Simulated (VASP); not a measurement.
# Ca (I4/mmm) in VASP: single point with LDA

Aim: the single point of Ca with LDA.

All numbers are computed with VASP 6.6.1; they aren't measurements. Logs are shortened: lines on timing, memory, paths and dates and some standing lists are left out, and cuts for length are marked.

**1. The cell of the first run**

Symmetry: I4/mmm, No. 139, tetragonal system. Conventional cell: a = 4.225 Å, b = 4.225 Å, c = 4.207 Å, α = 90.00°, β = 90.00°, γ = 90.00°. Ca (site symmetry 4/mmm) has 14 Ca at 3.65 to 4.23 Å within 4.8 Å.

This isn't the form of Ca at room conditions, which is fcc.

**2. Single point, LDA**

File INCAR:

```
SYSTEM = Ca
ALGO = Normal ; EDIFF = 1E-6
ENCUT = 520 ; ISIF = 2
ISMEAR = -1 ; LASPH = .True.
LCHARG = .True. ; LELF = .True.
LREAL = .False. ; LVHAR = .True.
LWAVE = .False. ; NBANDS = 11
NELM = 80 ; PREC = Accurate
SIGMA = 0.05
```

File KPOINTS:

```
k-points
0
Gamma
  12 12 12
  0 0 0
```

File POSCAR:

```
Ca
1.0
   -2.1126927239      2.1126927239      2.1037114237
    2.1126927239     -2.1126927239      2.1037114237
    2.1126927239      2.1126927239     -2.1037114237
Ca
1
Direct
    0.5000000000      0.5000000000      0.0000000000
```

Potentials or basis: VASP PAW LDA potentials, release 64 (Ca_sv).

The run is started by

```console
$ cat potpaw_LDA.64/Ca_sv/POTCAR > POTCAR
$ mpirun -np 1 vasp_std > vasp.out
```

OUTCAR:

```text
SYSTEM = Ca
   EDIFF = 1E-6
   ENCUT = 520
   ISIF = 2
   ISMEAR = -1
   LASPH = .True.
   LREAL = .False.
   NELM = 80
   PREC = Accurate

 ion  position               nearest neighbor table
   1  0.500  0.500  0.000-

  LATTYP: Found a body centered tetragonal cell.
 ALAT       =     4.2253854478
 C/A-ratio  =     0.9957488848

  Lattice vectors:

 A1 = (  -2.1126927239,   2.1126927239,   2.1037114237)
 A2 = (   2.1126927239,  -2.1126927239,   2.1037114237)
 A3 = (   2.1126927239,   2.1126927239,  -2.1037114237)

Analysis of symmetry for initial positions (statically):
=====================================================================
 Subroutine PRICEL returns:
 Original cell was already a primitive cell.

 Routine SETGRP: Setting up the symmetry group for a
 body centered tetragonal supercell.

 Subroutine GETGRP returns: Found 16 space group operations
 (whereof 16 operations were pure point group operations)
 out of a pool of 16 trial point group operations.

The static configuration has the point symmetry D_4h.

Analysis of symmetry for dynamics (positions and initial velocities):
=====================================================================
 Subroutine PRICEL returns:
 Original cell was already a primitive cell.

 Routine SETGRP: Setting up the symmetry group for a
 body centered tetragonal supercell.

 Subroutine GETGRP returns: Found 16 space group operations
 (whereof 16 operations were pure point group operations)
 out of a pool of 16 trial point group operations.

The dynamic configuration has the point symmetry D_4h.

 Subroutine INISYM returns: Found 16 space group operations
 (whereof 16 operations are pure point group operations),
 and found     1 'primitive' translations

----------------------------------------------------------------------------------------

                                     Primitive cell

  volume of cell :      37.5594

  direct lattice vectors                    reciprocal lattice vectors
    -2.112692724  2.112692724  2.103711424     0.000000000  0.236664800  0.237675184
     2.112692724 -2.112692724  2.103711424     0.236664800  0.000000000  0.237675184
     2.112692724  2.112692724 -2.103711424     0.236664800  0.236664800  0.000000000

  length of vectors
     3.654113141  3.654113141  3.654113141     0.335409780  0.335409780  0.334694569

  position of ions in fractional coordinates (direct lattice)
     0.500000000  0.500000000  0.000000000

  ion indices of the primitive-cell ions
   primitive index   ion index
                 1           1

----------------------------------------------------------------------------------------

 KPOINTS: k-points

Automatic generation of k-mesh.
 Grid dimensions read from file:
 generate k-points for:   12   12   12

 Generating k-lattice:

  Cartesian coordinates                     Fractional coordinates (reciprocal lattice)
     0.000000000  0.019722067  0.019806265     0.083333333  0.000000000 -0.000000000
     0.019722067  0.000000000  0.019806265     0.000000000  0.083333333 -0.000000000
     0.019722067  0.019722067  0.000000000     0.000000000  0.000000000  0.083333333

  Length of vectors
     0.027950815  0.027950815  0.027891214

  Shift w.r.t. Gamma in fractional coordinates (k-lattice)
     0.000000000  0.000000000  0.000000000

 Subroutine IBZKPT returns following result:
 ===========================================

 Found    163 irreducible k-points:

 Following reciprocal coordinates:
            Coordinates               Weight
  0.000000  0.000000  0.000000      1.000000
  0.083333  0.000000  0.000000      8.000000
  0.166667  0.000000 -0.000000      8.000000
  0.250000  0.000000 -0.000000      8.000000
  0.333333  0.000000 -0.000000      8.000000
  0.416667  0.000000  0.000000      8.000000
[... 16 lines left out ...]
  0.500000  0.166667 -0.000000     16.000000
 -0.416667  0.166667 -0.000000     16.000000
 [... further k-points ...]
   k-points           NKPTS =    163   k-points in BZ     NKDIM =    163   number of bands    NBANDS=     11
   number of dos      NEDOS =    301   number of ions     NIONS =      1
   total plane-waves  NPLWV =  21952
   dimension x,y,z NGX =    28 NGY =   28 NGZ =   28
   dimension x,y,z NGXF=    56 NGYF=   56 NGZF=   56
   ions per type =               1
   NGX,Y,Z   is equivalent  to a cutoff of  12.74, 12.74, 12.74 a.u.
   NGXF,Y,Z  is equivalent  to a cutoff of  25.48, 25.48, 25.48 a.u.
 SYSTEM =  Ca
   PREC   = accura    normal or accurate (medium, high low for compatibility)
   ISTART =      0    job   : 0-new  1-cont  2-samecut
   ICHARG =      2    charge: 1-file 2-atom 10-const
   ISPIN  =      1    spin polarized calculation?
   LNONCOLLINEAR =      F non collinear calculations
   LSORBIT =      F    spin-orbit coupling
   LASPH  =      T    aspherical Exc in radial PAW
   ENCUT  =  520.0 eV  38.22 Ry    6.18 a.u.   6.79  6.79  6.79*2*pi/ulx,y,z
   NELM   =     80;   NELMIN=  2; NELMDL= -5     # of ELM steps
   EDIFF  = 0.1E-05   stopping-criterion for ELM
   LREAL  =      F    real-space projection
   EDIFFG = 0.1E-04   stopping-criterion for IOM
   NSW    =      0    number of steps for IOM
   IBRION =     -1    ionic relax: 0-MD 1-quasi-New 2-CG
   NFREE  =      0    steps in history (QN), initial steepest desc. (CG)
   ISIF   =      2    stress and relaxation
   ISYM   =      2    0-nonsym 1-usesym 2-fastsym
   POTIM  = 0.5000    time-step for ionic-motion
   TEBEG  =    0.0;   TEEND  =   0.0 temperature during run
   PSTRESS=    0.0 pullay stress
   NELECT =      10.0000    total number of electrons
   NUPDOWN=      -1.0000    fix difference up-down
   EMIN   =  10.00;   EMAX   =-10.00  energy-range for DOS
   EFERMI =   0.00;   METHOD = LEGACY
   ISMEAR =    -1;   SIGMA  =   0.05  broadening in eV -4-tet -1-fermi 0-gaus
   EFERMI_NEDOS =   21; number of points for ismear=-14 and -15
   IALGO  =     38    algorithm
   IMIX   =      4    mixing-type and parameters
     AMIX     =   0.40;   BMIX     =  1.00
     AMIX_MAG =   1.60;   BMIX_MAG =  1.00
  volume/ion in A,a.u.               =      37.56       253.46
  Fermi-wavevector in a.u.,A,eV,Ry     =   1.053178  1.990218 15.091371  1.109184
  Thomas-Fermi vector in A             =   2.188290
   LORBIT       =      0    0 simple, 1 ext, 2 COOP (PROOUT), +10 PAW based schemes
   GGA     = CA    functional components
   LHFCALC =     F    Hartree Fock is set to
   AEXX    =    0.0000 exact exchange contribution
   IVDW    =     0    specifies the selected vdW correction
   LEPSILON=     F    determine dielectric tensor
   LRPA    =     F    only Hartree local field effects (RPA)
 non-spin polarized calculation
  energy-cutoff  :      520.00
  volume of cell :       37.56
 maximum number of plane-waves:      1048
   NGX = 13   NGY = 13   NGZ = 13

 number of electron      10.0000000 magnetization

 number of electron       9.9999999 magnetization

 Free energy of the ion-electron system (eV)
  ---------------------------------------------------
  ext. energy  EPLUGINS =         0.00000000
  ---------------------------------------------------
  free energy    TOTEN  =        -2.19932416 eV

  energy without entropy =       -2.18763139  energy(sigma->0) =       -2.19347778

 E-fermi :   2.3206     XC(G=0):  -8.3456

 val. band max:        2.3196291975   @ k =   0.2500   0.2500   0.1667
 cond. band min:       2.3225725781   @ k =   0.5000   0.5000   0.3333
 fundamental gap:      0.0029433806
 Fermi energy:         2.3206128789

 k-point     1 :       0.0000    0.0000    0.0000
  band No.  band energies     occupation
      1     -39.0090      2.00000
      2     -20.1959      2.00000
      3     -20.1952      2.00000
      4     -20.1952      2.00000
      5      -1.9558      2.00000
      6       4.6301      0.00000
      7       4.6519      0.00000
      8       4.6519      0.00000
      9       5.8391      0.00000
     10       5.8672      0.00000
     11      13.1804      0.00000

 k-point     2 :       0.0833    0.0000    0.0000
  band No.  band energies     occupation
      1     -39.0072      2.00000
      2     -20.2110      2.00000
      3     -20.2002      2.00000
      4     -20.1956      2.00000
      5      -1.8160      2.00000
      6       4.5522      0.00000
      7       4.5988      0.00000
      8       4.7514      0.00000
      9       5.7542      0.00000
     10       5.8505      0.00000
     11      13.1122      0.00000

 k-point     3 :       0.1667    0.0000   -0.0000
  band No.  band energies     occupation
      1     -39.0022      2.00000
      2     -20.2526      2.00000
      3     -20.2137      2.00000
      4     -20.1958      2.00000
      5      -1.4087      2.00000
      6       4.3267      0.00000
      7       4.3501      0.00000
      8       5.0719      0.00000
      9       5.6229      0.00000
     10       5.8692      0.00000
     11      12.4089      0.00000

 k-point     4 :       0.2500    0.0000   -0.0000
  band No.  band energies     occupation
      1     -38.9954      2.00000
      2     -20.3087      2.00000
      3     -20.2321      2.00000
      4     -20.1959      2.00000
      5      -0.7716      2.00000
      6       3.8715      0.00000
      7       4.0478      0.00000
      8       5.5742      0.00000
      9       5.6515      0.00000
     10       5.9255      0.00000
     11      11.0192      0.00000
[... 239 lines left out ...]
 k-point    22 :       0.4167    0.1667    0.0000
  band No.  band energies     occupation
      1     -38.9801      2.00000
      2     -20.3988      2.00000
      3     -20.2882      2.00000
      4     -20.2138      2.00000
      5       1.6827      1.99999
      6       2.4473      0.14702
      7       3.4028      0.00000
      8       5.7033      0.00000
      9       6.1924      0.00000
     10       7.3326      0.00000
     11       7.9714      0.00000

 k-point    23 :       0.5000    0.1667   -0.0000
  band No.  band energies     occupation
      1     -38.9817      2.00000
      2     -20.3899      2.00000
      3     -20.2806      2.00000
      4     -20.2133      2.00000
      5       1.1780      2.00000
      6       2.7814      0.00020
      7       3.4720      0.00000
      8       5.7021      0.00000
      9       6.1399      0.00000
     10       7.0547      0.00000
     11       8.3814      0.00000

 k-point    24 :      -0.4167    0.1667   -0.0000
  band No.  band energies     occupation
      1     -38.9861      2.00000
      2     -20.3649      2.00000
      3     -20.2606      2.00000
      4     -20.2118      2.00000
      5       0.3647      2.00000
      6       3.2361      0.00000
      7       3.6531      0.00000
      8       5.6024      0.00000
      9       6.1175      0.00000
     10       6.4780      0.00000
     11       9.4230      0.00000

 [... further k-points ...]

------------------------ aborting loop because EDIFF is reached ----------------------------------------

  FORCE on cell =-STRESS in cart. coord.  units (eV):
  Direction    XX          YY          ZZ          XY          YZ          ZX
  --------------------------------------------------------------------------------------
  -------------------------------------------------------------------------------------
  Total       -0.0052476     -0.0052476     -0.0032026      0.0000000      0.0000000      0.0000000
  in kB       -0.2238485     -0.2238485     -0.1366146      0.0000000      0.0000000      0.0000000
  external PRESSURE =      -0.1947705 kB  Pullay stress =       0.0000000 kB

 VOLUME and BASIS-vectors are now :
 -----------------------------------------------------------------------------
  energy-cutoff  :      520.00
  volume of cell :       37.56
      direct lattice vectors                 reciprocal lattice vectors
    -2.112692724  2.112692724  2.103711424     0.000000000  0.236664800  0.237675184
     2.112692724 -2.112692724  2.103711424     0.236664800  0.000000000  0.237675184
     2.112692724  2.112692724 -2.103711424     0.236664800  0.236664800  0.000000000

 POSITION                                       TOTAL-FORCE (eV/Angst)
 -----------------------------------------------------------------------------------
      0.00000      0.00000      2.10371         0.000000     -0.000000     -0.000000
 -----------------------------------------------------------------------------------
    total drift:                                0.000000     -0.000000      0.000000

  FREE ENERGIE OF THE ION-ELECTRON SYSTEM (eV)
  ---------------------------------------------------
  free  energy   TOTEN  =        -2.1993241644 eV

  energy  without entropy=       -2.1876313906  energy(sigma->0) =       -2.19347778
```

It took 30 s on 1 thread of Intel Xeon Platinum 8488C (Sapphire Rapids), shared host; peak memory 0.19 GiB.

Results:

```
Free energy            : -2.1993 eV
Pressure               : 0.0 GPa
Band gap on the k mesh : zero (bands 5 and 6 overlap by 0.47 eV)
```

Levels at points of the mesh, in eV from the Fermi level:
| k point | band 2 | band 3 | band 4 | band 5 | band 6 | band 7 | band 8 | band 9 |
| --- | --- | --- | --- | --- | --- | --- | --- | --- |
| (0.00, 0.00, 0.00) | -22.52 | -22.52 | -22.52 | -4.28 | 2.31 | 2.33 | 2.33 | 3.52 |
| (0.50, 0.00, 0.00) | -22.74 | -22.59 | -22.52 | -1.02 | 0.16 | 1.24 | 3.45 | 3.85 |
| (0.50, 0.50, 0.00) | -22.74 | -22.59 | -22.52 | -1.03 | 0.14 | 1.27 | 3.42 | 3.84 |
| (0.50, 0.50, 0.50) | -22.67 | -22.67 | -22.67 | -0.15 | -0.14 | 4.39 | 4.39 | 4.47 |
